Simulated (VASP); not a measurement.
Hf:

```
Hf
1.0
     0.00000    2.18741    2.18741
     2.18741    0.00000    2.18741
     2.18741    2.18741    0.00000
Hf
1
Direct
  0.00000 0.00000 0.00000
```

This isn't the form of Hf at room conditions, which is hcp.

* Program: VASP 6.6.1
* Task: relaxation of cell and atoms
* Functional: r2SCAN
* Potentials or basis: VASP PAW PBE potentials, release 64 (Hf_pv)
* Cutoff: 600 eV
* k mesh: 8 × 8 × 8
* Occupations: gaussian, width 0.1 eV
* Spin: no spin polarisation

At the start: pressure 7.6 GPa; volume 20.93 Å³/atom.

**Question.** Where does the relaxation end?

**Answer.** Over 3 steps the energy falls by 32.8 meV/atom and the volume is 22.40 Å³/atom (+7.0 %); space group Fm-3m (No. 225, to 0.1 Å) before and after.

Step by step:
| step | energy change (eV) | largest force (eV/Å) | pressure (GPa) | volume (Å³) |
| --- | --- | --- | --- | --- |
| 1 | 0.0000 | 0.0000 | 7.58 | 20.93 |
| 2 | 0.0049 | 0.0000 | -6.79 | 24.08 |
| 3 | -0.0328 | 0.0000 | -0.12 | 22.40 |

Final structure:
```
CELL_PARAMETERS angstrom
0.00000 2.23738 2.23738
2.23738 0.00000 2.23738
2.23738 2.23738 0.00000
ATOMIC_POSITIONS crystal
Hf 0.00000 0.00000 0.00000
```

Caveat: the PAW data sets were made with another functional, which shifts forces and pressure a little.
